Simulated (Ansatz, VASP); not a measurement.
**BN in VASP and in Ansatz**

```xyz
4
Lattice="2.5179 0.0000 0.0000 -1.2589 2.1806 0.0000 0.0000 0.0000 4.1648" Properties=species:S:1:pos:R:3 pbc="T T T"
B     0.0000    1.4537   -0.0008
B     1.2589    0.7269    2.0816
N     0.0000    1.4537    1.5584
N     1.2589    0.7269    3.6408
```

Alike in both runs: task single point; functional r2SCAN; k mesh 9 × 9 × 6; no spin polarisation.

|  | VASP | Ansatz |
| --- | --- | --- |
| version | VASP 6.6.1 | Ansatz 0.2.0 |
| potentials or method | VASP PAW PBE potentials, release 64 (B, N), cutoff 520 eV | scalar-relativistic, plane waves, PAW |
| occupations | gaussian, width 0.01 eV | fixed |
| valence electrons in the cell | 16 | 16 |

Ansatz gave:

- gap on the k mesh at the Fermi level (eV): 5.69
- least direct gap on the mesh (eV): 9.14

Problem. Which values does VASP return?

Solution. gap on the k mesh at the Fermi level (eV): 5.66; least direct gap on the mesh (eV): 9.12.

VASP's potentials were made for PBE, not for r2SCAN.
